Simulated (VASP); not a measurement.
Here is a VASP 6.6.1 calculation.

Contents of INCAR:

```
PREC = Accurate
ENCUT = 520
EDIFF = 1E-6
ISMEAR = 0
SIGMA = 0.15
LREAL = False
LASPH = True
NELM = 60
ALGO = Fast
ISIF = 2
LWAVE = False
LCHARG = False
GGA = PS
NBANDS = 10
```

The input KPOINTS:

```
Automatic mesh
0
Gamma
  24 24 14
```

The input POSCAR:

```
Al
1.0
    2.8215688043      0.0000000000      0.0000000000
   -1.4107844021      2.4435502630      0.0000000000
    0.0000000000      0.0000000000      4.6373174459
Al
2
Direct
    0.6666666667      0.3333333333      0.7500000000
    0.3333333333      0.6666666667      0.2500000000
```

Potentials or basis: VASP PAW PBE potentials, release 64 (Al).

Command:

```console
$ cat potpaw_PBE.64/Al/POTCAR > POTCAR
$ mpirun -np 1 vasp_std > vasp.out
```

**Question.** What does it give for the band gap on the k mesh?

**Answer.** Zero (band 3 reaches 12.47 eV, above the bottom of band 4 at 5.04 eV).

**Question.** What does it give for the pressure?

**Answer.** 1.8 GPa.

Stress tensor (GPa, compression positive):
```
1.51 0.00 0.00
0.00 1.51 0.00
0.00 0.00 2.23
```

Caveat: the cell differs from its parent crystal (strain -0.0100 x Voigt [1, 1, 0, 0, 0, 0]); the PAW data sets were made with another functional, which shifts forces and pressure a little.
